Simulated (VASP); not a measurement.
# Gd6N (R-3) in VASP: single point with PBE

Aim: the single point of Gd6N with PBE.

Everything below comes from runs of VASP 6.6.1. Logs are shortened: lines on timing, memory, paths and dates and some standing lists are left out, and cuts for length are marked.

## (1) The cell of the first run

Symmetry: R-3, No. 148, trigonal system. The conventional cell has a = 6.298 Å, b = 6.298 Å, c = 17.613 Å, α = 90.00°, β = 90.00°, γ = 120.00°. Gd (site symmetry 1) has 1 N at 2.44 Å within 3.2 Å. N (site symmetry -3) has 6 Gd at 2.44 Å within 3.2 Å.

## (2) Single point, PBE, collinear spin, ferromagnetic start (with an interstitial atom)

INCAR

```
PREC = Accurate ; ENCUT = 520
EDIFF = 1E-7 ; ISMEAR = 0
SIGMA = 0.2 ; LREAL = F
LASPH = T ; NELM = 150
ALGO = Normal ; ISIF = 2
LWAVE = F ; LCHARG = F
ISPIN = 2 ; MAGMOM = 7 7 7 7 7 7 0
LORBIT = 11 ; LMAXMIX = 6
GGA = PE ; NBANDS = 70
```

KPOINTS

```
regular mesh
0
Gamma
  3 3 3
```

POSCAR

```
Gd6N
1.0
    3.1487654885      1.8179406007      5.8711550094
   -3.1487654885      1.8179406007      5.8711550094
    0.0000000000     -3.6358812066      5.8711550078
Gd N
6 1
Direct
    0.3972690770      0.0777842870      0.7625638377
    0.0777842870      0.7625638377      0.3972690770
    0.7625638377      0.3972690770      0.0777842870
    0.6027309230      0.9222157130      0.2374361623
    0.9222157130      0.2374361623      0.6027309230
    0.2374361623      0.6027309230      0.9222157130
    0.0000000000      0.0000000000      0.0000000000
```

Potentials or basis: VASP PAW PBE potentials, release 64 (Gd, N).

Launch:

```bash
> cat potpaw_PBE.64/Gd/POTCAR potpaw_PBE.64/N/POTCAR > POTCAR
> mpirun -np 1 vasp_std > vasp.out
```

OUTCAR:

```text
PREC = Accurate
   ENCUT = 520
   EDIFF = 1E-7
   ISMEAR = 0
   LREAL = F
   LASPH = T
   NELM = 150
   ISIF = 2
   ISPIN = 2
   LORBIT = 11
   GGA = PE

 ion  position               nearest neighbor table
   1  0.397  0.078  0.763-   7 2.44   5 3.43   6 3.43   3 3.46   2 3.46
   2  0.078  0.763  0.397-   7 2.44   4 3.43   6 3.43   3 3.46   1 3.46
   3  0.763  0.397  0.078-   7 2.44   4 3.43   5 3.43   1 3.46   2 3.46
   4  0.603  0.922  0.237-   7 2.44   2 3.43   3 3.43   6 3.46   5 3.46
   5  0.922  0.237  0.603-   7 2.44   1 3.43   3 3.43   6 3.46   4 3.46
   6  0.237  0.603  0.922-   7 2.44   1 3.43   2 3.43   4 3.46   5 3.46
   7  0.000  0.000  0.000-   3 2.44   6 2.44   4 2.44   1 2.44   5 2.44   2 2.44

  LATTYP: Found a trigonal (rhomboedric) cell.
 ALAT       =     6.9058014215
 COS(alpha) =     0.5842019413

  Lattice vectors:

 A1 = (   3.1487654885,   1.8179406007,   5.8711550094)
 A2 = (  -3.1487654885,   1.8179406007,   5.8711550094)
 A3 = (   0.0000000000,  -3.6358812066,   5.8711550078)

Analysis of symmetry for initial positions (statically):
=====================================================================
 Subroutine PRICEL returns:
 Original cell was already a primitive cell.

 Routine SETGRP: Setting up the symmetry group for a
 trigonal (rhombohedral) supercell.

 Subroutine GETGRP returns: Found  6 space group operations
 (whereof  6 operations were pure point group operations)
 out of a pool of 12 trial point group operations.

The static configuration has the point symmetry S_6 .

Analysis of symmetry for dynamics (positions and initial velocities):
=====================================================================
 Subroutine PRICEL returns:
 Original cell was already a primitive cell.

 Routine SETGRP: Setting up the symmetry group for a
 trigonal (rhombohedral) supercell.

 Subroutine GETGRP returns: Found  6 space group operations
 (whereof  6 operations were pure point group operations)
 out of a pool of 12 trial point group operations.

The dynamic configuration has the point symmetry S_6 .

Analysis of structural, dynamic, and magnetic symmetry:
=====================================================================
 Subroutine PRICEL returns:
 Original cell was already a primitive cell.

[... 135 lines left out ...]
   NGX = 25   NGY = 25   NGZ = 25

 number of electron     112.9999995 magnetization      26.9999984

 Free energy of the ion-electron system (eV)
  ---------------------------------------------------
  ext. energy  EPLUGINS =         0.00000000
  ---------------------------------------------------
  free energy    TOTEN  =       -72.50450202 eV

  energy without entropy =      -72.32866503  energy(sigma->0) =      -72.41658353

 E-fermi :   4.2291     XC(G=0):  -9.9465

 val. band max:        4.1797928904   @ k =  -0.3333   0.3333   0.0000
 cond. band min:       4.2330808900   @ k =   0.3333   0.3333  -0.0000
 fundamental gap:      0.0532879996
 Fermi energy:         4.2291219900

 spin component 1

 k-point     1 :       0.0000    0.0000    0.0000
  band No.  band energies     occupation
      1     -41.0023      1.00000
      2     -40.9312      1.00000
      3     -40.9228      1.00000
      4     -40.9228      1.00000
      5     -40.9148      1.00000
      6     -40.9148      1.00000
[... 415 lines left out ...]
     67       0.0519      1.00000
     68       0.3680      1.00000
 Fermi energy:         4.2291219900

 spin component 2

 k-point     1 :       0.0000    0.0000    0.0000
  band No.  band energies     occupation
      1     -38.4079      1.00000
      2     -38.3082      1.00000
      3     -38.2957      1.00000
      4     -38.2957      1.00000
      5     -38.2862      1.00000
      6     -38.2862      1.00000
[... 415 lines left out ...]
     67       4.8839      0.00000
     68       4.8913      0.00000
 [bands above 68 left out]

------------------------ aborting loop because EDIFF is reached ----------------------------------------

  FORCE on cell =-STRESS in cart. coord.  units (eV):
  Direction    XX          YY          ZZ          XY          YZ          ZX
  --------------------------------------------------------------------------------------
  -------------------------------------------------------------------------------------
  Total        4.8070312      4.8070312      6.1374342      0.0000002     -0.0000000      0.0000000
  in kB       38.1937871     38.1937871     48.7643715      0.0000016     -0.0000000      0.0000000
  external PRESSURE =      41.7173152 kB  Pullay stress =       0.0000000 kB

 VOLUME and BASIS-vectors are now :
 -----------------------------------------------------------------------------
  energy-cutoff  :      520.00
  volume of cell :      201.65
      direct lattice vectors                 reciprocal lattice vectors
     3.148765489  1.817940601  5.871155009     0.158792391  0.091678830  0.056774746
    -3.148765489  1.817940601  5.871155009    -0.158792391  0.091678830  0.056774746
     0.000000000 -3.635881207  5.871155008     0.000000000 -0.183357659  0.056774746

 POSITION                                       TOTAL-FORCE (eV/Angst)
 -----------------------------------------------------------------------------------
      1.00598     -1.90897      7.26624         0.067518      0.164753      0.313152
     -2.15621      0.08328      7.26624         0.108922     -0.140849      0.313152
      1.15023      1.82569      7.26624        -0.176440     -0.023905      0.313152
     -1.00598      1.90897     10.34722        -0.067518     -0.164753     -0.313152
      2.15621     -0.08328     10.34722        -0.108922      0.140849     -0.313152
     -1.15023     -1.82569     10.34722         0.176440      0.023905     -0.313152
      0.00000      0.00000      0.00000         0.000000     -0.000000      0.000000
 -----------------------------------------------------------------------------------
    total drift:                                0.000000      0.000000     -0.000000

  FREE ENERGIE OF THE ION-ELECTRON SYSTEM (eV)
  ---------------------------------------------------
  free  energy   TOTEN  =       -72.5045020226 eV

  energy  without entropy=      -72.3286650280  energy(sigma->0) =      -72.41658353

 total charge

# of ion       s       p       d       f       tot
--------------------------------------------------
    1        2.025   5.586   0.527   7.183  15.322
    2        2.025   5.586   0.527   7.183  15.322
    3        2.025   5.586   0.527   7.183  15.322
    4        2.025   5.586   0.527   7.183  15.322
    5        2.025   5.586   0.527   7.183  15.322
    6        2.025   5.586   0.527   7.183  15.322
    7        1.258   2.373   0.000   0.000   3.631
--------------------------------------------------
tot         13.408  35.889   3.164  43.100  95.561

 magnetization (x)

# of ion       s       p       d       f       tot
--------------------------------------------------
    1       -0.044  -0.150  -0.427   6.553   5.932
    2       -0.044  -0.150  -0.427   6.553   5.932
    3       -0.044  -0.150  -0.427   6.553   5.932
    4       -0.044  -0.150  -0.427   6.553   5.932
    5       -0.044  -0.150  -0.427   6.553   5.932
    6       -0.044  -0.150  -0.427   6.553   5.932
    7       -0.018  -0.239   0.000   0.000  -0.257
--------------------------------------------------
tot         -0.284  -1.137  -2.563  39.320  35.336
```

Run time: 27 min. Hardware: 1 thread of Intel Xeon Platinum 8488C (Sapphire Rapids), shared host; peak memory 0.61 GiB.

What came out:

```yaml
Free_energy: -72.5045 eV
Pressure: 4.2 GPa
Largest_force: 0.360 eV/Å
Net_moment: 27.00 μB per cell
Site_moments: Gd +5.93; N -0.26 μB
Valence_electrons_inside_the_program's_atomic_spheres: Gd 15.32; N 3.63
```

Forces in eV/Å, atoms in the order of the input:
```
Gd   0.068  0.165  0.313
Gd   0.109 -0.141  0.313
Gd  -0.176 -0.024  0.313
Gd  -0.068 -0.165 -0.313
Gd  -0.109  0.141 -0.313
Gd   0.176  0.024 -0.313
N    0.000  0.000  0.000
```

Caveat: the k points lie up to 0.40 Å⁻¹ apart; the cell differs from its parent crystal (with an interstitial atom); the highest band is partly filled, so the run has too few bands; spin-orbit coupling is left out, which moves the levels of the heavy elements; semilocal functionals describe open f shells poorly, which spoils levels, moments and volumes. The state reached can hang on the start; a lower one may exist.
